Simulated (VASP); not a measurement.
# Cd7SnS8 (a cell with a defect) in VASP: a series of runs

Runs on Cd7SnS8 (a cell with a defect). Level: PBEsol. Tasks: single point.

All numbers are computed with VASP 6.6.1; they aren't measurements. Logs are shortened: lines on timing, memory, paths and dates and some standing lists are left out, and cuts for length are marked.

## Step 1: The cell of the first run

The cell holds a defect, 16 atoms: a = 8.247 Å, b = 7.142 Å, c = 6.711 Å, α = 90.00°, β = 90.00°, γ = 90.00°.

## Step 2: Single point, PBEsol

INCAR

```
  PREC = Accurate
  ENCUT = 520
  EDIFF = 1E-7
  ISMEAR = -1
  SIGMA = 0.05
  LREAL = Auto
  LASPH = T
  NELM = 60
  ALGO = Normal
  ISIF = 2
  LWAVE = F
  LCHARG = F
  GGA = PS
  NELECT = 144.0
  ISYM = 0
  NBANDS = 87
```

KPOINTS

```
Automatic mesh
0
Gamma
  1 1 1
  0.25 0.25 0.25
```

POSCAR

```
Cd7SnS8
1.0
    8.2470030000      0.0000000000      0.0000000000
    0.0000000000      7.1421140000      0.0000000000
    0.0000000000      0.0000000000      6.7106280000
Cd Sn S
7 1 8
Direct
    0.2544570000      0.1680500000      0.4961210000
    0.9980520000      0.6681530000      0.5038740000
    0.7509760000      0.1639450000      0.5009020000
    0.9993570000      0.3335620000      0.9947910000
    0.4986560000      0.3336140000      0.9991130000
    0.2501120000      0.8296300000      0.0004270000
    0.7425570000      0.8346440000      0.0008320000
    0.4991710000      0.6673840000      0.4962970000
    0.0011640000      0.3295390000      0.3707710000
    0.4977730000      0.3316430000      0.3804210000
    0.2518390000      0.8379080000      0.3763120000
    0.7492380000      0.8309820000      0.3788720000
    0.2488400000      0.1676370000      0.8774890000
    0.9994100000      0.6664550000      0.8781760000
    0.7501280000      0.1629870000      0.8804880000
    0.5038290000      0.6648090000      0.8726940000
```

Potentials or basis: VASP PAW PBE potentials, release 64 (Cd, Sn_d, S).

On the command line:

```sh
$ cat potpaw_PBE.64/Cd/POTCAR potpaw_PBE.64/Sn_d/POTCAR potpaw_PBE.64/S/POTCAR > POTCAR
$ mpirun -np 1 vasp_std > vasp.out
```

OUTCAR:

```text
PREC = Accurate
   ENCUT = 520
   EDIFF = 1E-7
   ISMEAR = -1
   LREAL = Auto
   LASPH = T
   NELM = 60
   ISIF = 2
   GGA = PS
   NELECT = 144.0
   ISYM = 0

 ion  position               nearest neighbor table
   1  0.254  0.168  0.496-  10 2.45  11 2.49   9 2.53  13 2.56
   2  0.998  0.668  0.504-  12 2.50  14 2.51  11 2.57   9 2.58
   3  0.751  0.164  0.501-  12 2.52   9 2.53  10 2.54  15 2.55
   4  0.999  0.334  0.995-  13 2.50  14 2.50  15 2.51   9 2.52
   5  0.499  0.334  0.999-  13 2.51  16 2.51  15 2.53  10 2.56
   6  0.250  0.830  0.000-  14 2.51  11 2.52  16 2.55  13 2.55
[... 8 lines left out ...]
  15  0.750  0.163  0.880-   7 2.48   4 2.51   5 2.53   3 2.55
  16  0.504  0.665  0.873-   7 2.47   5 2.51   8 2.53   6 2.55

IMPORTANT INFORMATION: All symmetrisations will be switched off!
NOSYMM: (Re-)initialisation of all symmetry stuff for point group C_1.

----------------------------------------------------------------------------------------

                                     Primitive cell

  volume of cell :     395.2629

  direct lattice vectors                    reciprocal lattice vectors
     8.247003000  0.000000000  0.000000000     0.121256170  0.000000000  0.000000000
     0.000000000  7.142114000  0.000000000     0.000000000  0.140014567  0.000000000
     0.000000000  0.000000000  6.710628000     0.000000000  0.000000000  0.149017350

  length of vectors
     8.247003000  7.142114000  6.710628000     0.121256170  0.140014567  0.149017350

  position of ions in fractional coordinates (direct lattice)
     0.254457000  0.168050000  0.496121000
     0.998052000  0.668153000  0.503874000
     0.750976000  0.163945000  0.500902000
     0.999357000  0.333562000  0.994791000
     0.498656000  0.333614000  0.999113000
     0.250112000  0.829630000  0.000427000
[... 8 lines left out ...]
     0.750128000  0.162987000  0.880488000
     0.503829000  0.664809000  0.872694000

  ion indices of the primitive-cell ions
   primitive index   ion index
                 1           1
                 2           2
                 3           3
                 4           4
                 5           5
                 6           6
[... 8 lines left out ...]
                15          15
                16          16

----------------------------------------------------------------------------------------

 KPOINTS: Automatic mesh

Automatic generation of k-mesh.
 Grid dimensions read from file:
 generate k-points for:    1    1    1

 Generating k-lattice:

  Cartesian coordinates                     Fractional coordinates (reciprocal lattice)
     0.121256170  0.000000000  0.000000000     1.000000000  0.000000000  0.000000000
     0.000000000  0.140014567  0.000000000     0.000000000  1.000000000  0.000000000
     0.000000000  0.000000000  0.149017350     0.000000000  0.000000000  1.000000000

  Length of vectors
     0.121256170  0.140014567  0.149017350

  Shift w.r.t. Gamma in fractional coordinates (k-lattice)
     0.250000000  0.250000000  0.250000000

 Subroutine IBZKPT returns following result:
 ===========================================

 Found      4 irreducible k-points:

 Following reciprocal coordinates:
            Coordinates               Weight
  0.250000  0.250000  0.250000      2.000000
 -0.250000 -0.250000  0.250000      2.000000
 -0.250000  0.250000 -0.250000      2.000000
  0.250000 -0.250000 -0.250000      2.000000
   k-points           NKPTS =      4   k-points in BZ     NKDIM =      4   number of bands    NBANDS=     87
   number of dos      NEDOS =    301   number of ions     NIONS =     16
   total plane-waves  NPLWV = 172800
   dimension x,y,z NGX =    64 NGY =   54 NGZ =   50
   dimension x,y,z NGXF=   128 NGYF=  108 NGZF=  100
   ions per type =               7   1   8
   NGX,Y,Z   is equivalent  to a cutoff of  12.90, 12.57, 12.39 a.u.
   NGXF,Y,Z  is equivalent  to a cutoff of  25.80, 25.14, 24.77 a.u.
 SYSTEM =  unknown system
   PREC   = accura    normal or accurate (medium, high low for compatibility)
   ISTART =      0    job   : 0-new  1-cont  2-samecut
   ICHARG =      2    charge: 1-file 2-atom 10-const
   ISPIN  =      1    spin polarized calculation?
   LNONCOLLINEAR =      F non collinear calculations
   LSORBIT =      F    spin-orbit coupling
   LASPH  =      T    aspherical Exc in radial PAW
   ENCUT  =  520.0 eV  38.22 Ry    6.18 a.u.  15.33 13.28 12.48*2*pi/ulx,y,z
   NELM   =     60;   NELMIN=  2; NELMDL= -5     # of ELM steps
   EDIFF  = 0.1E-06   stopping-criterion for ELM
   LREAL  =      T    real-space projection
   EDIFFG = 0.1E-05   stopping-criterion for IOM
   NSW    =      0    number of steps for IOM
   IBRION =     -1    ionic relax: 0-MD 1-quasi-New 2-CG
   NFREE  =      0    steps in history (QN), initial steepest desc. (CG)
   ISIF   =      2    stress and relaxation
   ISYM   =      0    0-nonsym 1-usesym 2-fastsym
   POTIM  = 0.5000    time-step for ionic-motion
   TEBEG  =    0.0;   TEEND  =   0.0 temperature during run
   PSTRESS=    0.0 pullay stress
   NELECT =     144.0000    total number of electrons
   NUPDOWN=      -1.0000    fix difference up-down
   EMIN   =  10.00;   EMAX   =-10.00  energy-range for DOS
   EFERMI =   0.00;   METHOD = LEGACY
   ISMEAR =    -1;   SIGMA  =   0.05  broadening in eV -4-tet -1-fermi 0-gaus
   EFERMI_NEDOS =   21; number of points for ismear=-14 and -15
   IALGO  =     38    algorithm
   IMIX   =      4    mixing-type and parameters
     AMIX     =   0.40;   BMIX     =  1.00
     AMIX_MAG =   1.60;   BMIX_MAG =  1.00
  volume/ion in A,a.u.               =      24.70       166.71
  Fermi-wavevector in a.u.,A,eV,Ry     =   1.169231  2.209526 18.600538  1.367101
  Thomas-Fermi vector in A             =   2.305707
   LORBIT       =      0    0 simple, 1 ext, 2 COOP (PROOUT), +10 PAW based schemes
   GGA     = PS    functional components
   LHFCALC =     F    Hartree Fock is set to
   AEXX    =    0.0000 exact exchange contribution
   IVDW    =     0    specifies the selected vdW correction
   LEPSILON=     F    determine dielectric tensor
   LRPA    =     F    only Hartree local field effects (RPA)
 non-spin polarized calculation
  energy-cutoff  :      520.00
  volume of cell :      395.26
 maximum number of plane-waves:     10644
 NGX is ok and might be reduce to    64
   NGX = 31   NGY = 27   NGZ = 25

 number of electron     143.9999999 magnetization

 Free energy of the ion-electron system (eV)
  ---------------------------------------------------
  ext. energy  EPLUGINS =         0.00000000
  ---------------------------------------------------
  free energy    TOTEN  =       -61.83409895 eV

  energy without entropy =      -61.83409289  energy(sigma->0) =      -61.83409592

 E-fermi :   2.0929     XC(G=0):  -9.3112

 val. band max:        1.4469659518   @ k =  -0.2500  -0.2500   0.2500
 cond. band min:       2.7197009687   @ k =  -0.2500   0.2500  -0.2500
 fundamental gap:      1.2727350169
 Fermi energy:         2.0928885010

 k-point     1 :       0.2500    0.2500    0.2500
  band No.  band energies     occupation
      1     -20.0673      2.00000
      2     -20.0643      2.00000
      3     -20.0579      2.00000
      4     -20.0052      2.00000
      5     -20.0019      2.00000
      6     -11.4697      2.00000
[... 76 lines left out ...]
     83       6.7039      0.00000
     84       7.0843      0.00000

 k-point     2 :      -0.2500   -0.2500    0.2500
  band No.  band energies     occupation
      1     -20.0673      2.00000
      2     -20.0643      2.00000
      3     -20.0579      2.00000
      4     -20.0052      2.00000
      5     -20.0019      2.00000
      6     -11.4696      2.00000
[... 76 lines left out ...]
     83       6.6877      0.00000
     84       7.0001      0.00000

 k-point     3 :      -0.2500    0.2500   -0.2500
  band No.  band energies     occupation
      1     -20.0673      2.00000
      2     -20.0643      2.00000
      3     -20.0579      2.00000
      4     -20.0052      2.00000
      5     -20.0019      2.00000
      6     -11.4699      2.00000
[... 76 lines left out ...]
     83       6.6421      0.00000
     84       6.9612      0.00000

 k-point     4 :       0.2500   -0.2500   -0.2500
  band No.  band energies     occupation
      1     -20.0673      2.00000
      2     -20.0643      2.00000
      3     -20.0579      2.00000
      4     -20.0052      2.00000
      5     -20.0019      2.00000
      6     -11.4703      2.00000
[... 76 lines left out ...]
     83       6.7114      0.00000
     84       7.0860      0.00000
 [bands above 84 left out]

------------------------ aborting loop because EDIFF is reached ----------------------------------------

  FORCE on cell =-STRESS in cart. coord.  units (eV):
  Direction    XX          YY          ZZ          XY          YZ          ZX
  --------------------------------------------------------------------------------------
  -------------------------------------------------------------------------------------
  Total      -15.2406827    -15.1122205    -15.7131891      0.8154561     -0.1555158      0.2169067
  in kB      -61.7772978    -61.2565831    -63.6925774      3.3054082     -0.6303749      0.8792199
  external PRESSURE =     -62.2421528 kB  Pullay stress =       0.0000000 kB

 VOLUME and BASIS-vectors are now :
 -----------------------------------------------------------------------------
  energy-cutoff  :      520.00
  volume of cell :      395.26
      direct lattice vectors                 reciprocal lattice vectors
     8.247003000  0.000000000  0.000000000     0.121256170  0.000000000  0.000000000
     0.000000000  7.142114000  0.000000000     0.000000000  0.140014567  0.000000000
     0.000000000  0.000000000  6.710628000     0.000000000  0.000000000  0.149017350

 POSITION                                       TOTAL-FORCE (eV/Angst)
 -----------------------------------------------------------------------------------
      2.09851      1.20023      3.32928        -0.802324      0.323785      0.712238
      8.23094      4.77202      3.38131         0.207354     -0.789359      0.340799
      6.19330      1.17091      3.36137         0.480671      0.444557      0.478363
      8.24170      2.38234      6.67567        -0.003564     -0.047925     -0.019427
      4.11242      2.38271      6.70468         0.029320     -0.598087     -0.346828
      2.06267      5.92531      0.00287        -0.345646      0.358926     -0.571552
[... 8 lines left out ...]
      6.18631      1.16407      5.90863        -0.268728      0.156764     -0.130237
      4.15508      4.74814      5.85632        -0.363462     -0.021835     -0.807147
 -----------------------------------------------------------------------------------
    total drift:                               -0.012177     -0.013619      0.007321

  FREE ENERGIE OF THE ION-ELECTRON SYSTEM (eV)
  ---------------------------------------------------
  free  energy   TOTEN  =       -61.8340989512 eV

  energy  without entropy=      -61.8340928918  energy(sigma->0) =      -61.83409592
```

Wall time 2.8 min (1 thread of AMD EPYC 7R13 (Zen 3), shared host); peak memory 0.42 GiB.

Results:

```
Free energy   : -61.8341 eV
Largest force : 1.203 eV/Å
```

Forces in eV/Å, atoms in the order of the input:
```
Cd  -0.802  0.324  0.712
Cd   0.207 -0.789  0.341
Cd   0.481  0.445  0.478
Cd  -0.004 -0.048 -0.019
Cd   0.029 -0.598 -0.347
Cd  -0.346  0.359 -0.572
Cd   0.787  0.165 -0.359
Sn  -0.042 -0.200  0.343
S   -0.067  0.083  0.251
S    0.414  1.124 -0.109
S    0.683 -0.670  0.196
S   -0.846 -0.321  0.005
S    0.268 -0.247 -0.074
S   -0.130  0.240  0.091
S   -0.269  0.157 -0.130
S   -0.363 -0.022 -0.807
```

Caveat: the k points lie up to 0.94 Å⁻¹ apart; the cell carries a net charge on a neutralising background, which shifts energy and pressure; the cell is charged against a uniform background, so pressure and absolute levels hang on convention; the PAW data sets were made with another functional, which shifts forces and pressure a little; spin-orbit coupling is left out, which moves the levels of the heavy elements.

## Step 3: Single point, PBEsol

INCAR

```
SYSTEM = Cd7SnS8
PREC = Accurate
ENCUT = 520
EDIFF = 1E-6
ISMEAR = -1
SIGMA = 0.05
LREAL = Auto
LASPH = .TRUE.
NELM = 80
ALGO = Normal
ISIF = 2
LWAVE = .FALSE.
LCHARG = .TRUE.
GGA = PS
LELF = .TRUE.
LVHAR = .TRUE.
NELECT = 142.0
ISYM = 0
NBANDS = 87
```

KPOINTS is that of step 2.

POSCAR is that of step 2.

Potentials or basis: VASP PAW PBE potentials, release 64 (Cd, Sn_d, S).

On the command line:

```sh
$ cat potpaw_PBE.64/Cd/POTCAR potpaw_PBE.64/Sn_d/POTCAR potpaw_PBE.64/S/POTCAR > POTCAR
$ mpirun -np 1 vasp_std > vasp.out
```

Run time: 2.4 min. Hardware: 1 thread of AMD EPYC 7R13 (Zen 3), shared host; peak memory 0.42 GiB.

It converged, with:

```yaml
Free_energy: -64.3923 eV
Largest_force: 1.017 eV/Å
```

Forces on the atoms (eV/Å):
```
Cd  -0.595  0.192  0.489
Cd   0.191 -0.488  0.127
Cd   0.282  0.310  0.272
Cd  -0.012  0.012  0.126
Cd   0.043 -0.271 -0.068
Cd  -0.142  0.181 -0.301
Cd   0.563  0.028 -0.101
Sn  -0.035 -0.116  0.188
S   -0.059  0.103  0.174
S    0.398  0.928 -0.119
S    0.477 -0.628  0.190
S   -0.632 -0.295  0.002
S    0.110 -0.202 -0.145
S   -0.106  0.148  0.010
S   -0.122  0.127 -0.179
S   -0.360 -0.029 -0.666
```

Levels at points of the mesh, in eV from the Fermi level:
| k point | band 68 | band 69 | band 70 | band 71 | band 72 | band 73 | band 74 | band 75 |
| --- | --- | --- | --- | --- | --- | --- | --- | --- |
| (0.25, 0.25, 0.25) | -0.51 | -0.45 | -0.36 | -0.03 | 0.04 | 1.93 | 3.55 | 3.73 |

Caveat: the k points lie up to 0.94 Å⁻¹ apart; the cell carries a net charge on a neutralising background, which shifts energy and pressure; the cell is charged against a uniform background, so pressure and absolute levels hang on convention; the PAW data sets were made with another functional, which shifts forces and pressure a little; spin-orbit coupling is left out, which moves the levels of the heavy elements.
